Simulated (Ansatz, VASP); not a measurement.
# GaN in VASP and in Ansatz

```
Ga N
1.0
     0.00000    2.05227    1.99250
     2.05227    0.00000    1.99250
     2.05227    2.05227    0.00000
Ga N
1 1
Cartesian
  2.0523 2.0523 1.9925
  0.0000 0.0000 0.0000
```

Change from the starting cell: equal xx and yy strain of +3 %, crystal datasets.

Alike in both runs: task electric field gradients; functional PBEsol; k mesh 13 × 13 × 13; occupations fermi-dirac, width 0.02 eV; no spin polarisation.

```csv
,VASP,Ansatz
version,VASP 6.6.1,Ansatz 0.2.0
potentials or method,"VASP PAW PBE potentials, release 64 (Ga_d, N), cutoff 520 eV","all-electron PAW with datasets made for the crystal, scalar-relativistic"
```

```csv
,VASP,Ansatz,Ansatz less VASP
gap on the k mesh at the Fermi level (eV),1.16,1.17,+0.013
pressure (GPa),34.9,34.3,-0.56
"traceless stress, the component that is largest in VASP (GPa)",7.43,7.56,+0.128
size of Vzz on the site where it differs most (V/Å²),28.2,28.9,+0.71
```

VASP's potentials were made for PBE, not for PBEsol. Both programs put the cell under a high pressure, so it lies far from rest at this level. Ansatz ran all-electron here, and VASP with PAW potentials.
